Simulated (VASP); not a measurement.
Here is a VASP 6.6.1 calculation.

INCAR

```
SYSTEM = Al2Pt
  PREC = Accurate
  ENCUT = 520
  EDIFF = 1E-6
  ISMEAR = -1
  SIGMA = 0.05
  LREAL = .False.
  LASPH = .True.
  NELM = 60
  ALGO = Normal
  ISIF = 2
  LWAVE = .False.
  LCHARG = .False.
  GGA = PE
  NBANDS = 15
```

The input KPOINTS:

```
regular mesh
0
Gamma
  7 7 7
  0 0 0
```

Contents of POSCAR:

```
Al2Pt
1.0
    0.0000000000      2.9550000000      2.9845500000
    2.9550000000      0.0000000000      2.9845500000
    2.9550000000      2.9550000000      0.0000000000
Pt Al
1 2
Direct
    0.0000000000      0.0000000000      0.0000000000
    0.7500000000      0.7500000000      0.7500000000
    0.2500000000      0.2500000000      0.2500000000
```

Potentials or basis: VASP PAW PBE potentials, release 64 (Pt, Al).

The run is started by

```bash
$ cat potpaw_PBE.64/Pt/POTCAR potpaw_PBE.64/Al/POTCAR > POTCAR
$ mpirun -np 1 vasp_std > vasp.out
```

Q: Estimate the pressure.

A: 1.0 GPa.

Q: Estimate the band gap on the k mesh.

A: Zero (band 8 reaches 11.55 eV, above the bottom of band 9 at 6.46 eV).

Stress tensor (GPa, compression positive):
```
1.13 0.00 0.00
0.00 1.13 0.00
0.00 0.00 0.66
```

Caveat: spin-orbit coupling is left out, which moves the levels of the heavy elements.
